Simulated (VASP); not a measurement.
Wanted: the native input for a VASP 6.6.1 run.

* Task: single point
* Functional: r2SCAN
* Dispersion: D4
* Potentials or basis: VASP PAW PBE potentials, release 64 (B, N)
* Cutoff: 520 eV
* k mesh: 6 × 6 × 4
* Occupations: gaussian, width 0.01 eV
* Spin: no spin polarisation
* Dipole correction: no
* Further INCAR settings: ALGO = Normal; EDIFF = 1e-07; NBANDS = 11

The system is BN.

```
CELL_PARAMETERS angstrom
2.50804 0.00000 0.00000
-1.24671 2.17623 0.00000
-0.63067 -1.08812 3.02254
ATOMIC_POSITIONS crystal
B 0.97964 0.98350 0.00181
N 0.66851 0.33238 0.98500
```

One way to write it, as run:

POSCAR

```
BN
1.0
    2.5080400000      0.0000000000      0.0000000000
   -1.2467100000      2.1762300000      0.0000000000
   -0.6306700000     -1.0881200000      3.0225400000
B N
1 1
Direct
    0.9796400000      0.9835000000      0.0018100000
    0.6685100000      0.3323800000      0.9850000000
```

INCAR.step1

```
PREC     = Accurate       # precision mode
ENCUT    = 520            # plane-wave cutoff, eV
ISMEAR   = 0              # smearing method
SIGMA    = 0.01           # smearing width, eV
LREAL    = F              # projectors in reciprocal space
LASPH    = T              # aspherical terms in the spheres
NELM     = 80             # most SCF steps
NBANDS   = 11             # bands
GGA      = PE             # functional
ALGO     = Normal         # electronic algorithm
EDIFF    = 1E-4           # SCF threshold, eV
LWAVE    = T              # write WAVECAR
LCHARG   = F              # write CHGCAR
```

INCAR.step2

```
PREC     = Accurate       # precision mode
ENCUT    = 520            # plane-wave cutoff, eV
EDIFF    = 1E-7           # SCF threshold, eV
ISMEAR   = 0              # smearing method
SIGMA    = 0.01           # smearing width, eV
LREAL    = F              # projectors in reciprocal space
LASPH    = T              # aspherical terms in the spheres
NELM     = 80             # most SCF steps
ALGO     = Normal         # electronic algorithm
ISIF     = 2              # what is computed and relaxed
LWAVE    = F              # write WAVECAR
LCHARG   = F              # write CHGCAR
METAGGA  = R2SCAN         # meta-GGA
LMIXTAU  = T            
IVDW     = 13             # dispersion correction
VDW_S6   = 1.0          
VDW_S8   = 0.6018749    
VDW_A1   = 0.51559235   
VDW_A2   = 5.77342911   
NBANDS   = 11             # bands
ISTART   = 1
```

KPOINTS

```
regular mesh
0
Gamma
  6 6 4
```

Potentials or basis: VASP PAW PBE potentials, release 64 (B, N).

Command:

```console
$ cat potpaw_PBE.64/B/POTCAR potpaw_PBE.64/N/POTCAR > POTCAR
$ cp INCAR.step1 INCAR
$ mpirun -np 1 vasp_std > vasp.out
$ cp INCAR.step2 INCAR
$ mpirun -np 1 vasp_std > vasp.out
```

Results of the run:

The pressure is 0.0 GPa, the largest force is 2.728 eV/Å and the band gap on the k mesh is 3.45 eV, indirect (least direct gap 5.18 eV). The dispersion energy per atom is -0.075 eV.

Caveat: the k points lie up to 0.52 Å⁻¹ apart; the PAW data sets were made with another functional, which shifts forces and pressure a little.

Run time: 55 s on 1 thread of Intel(R) Xeon(R) Platinum 8259CL CPU @ 2.50GHz (Skylake/Cascade Lake) (shared host), peak memory 0.13 GiB.
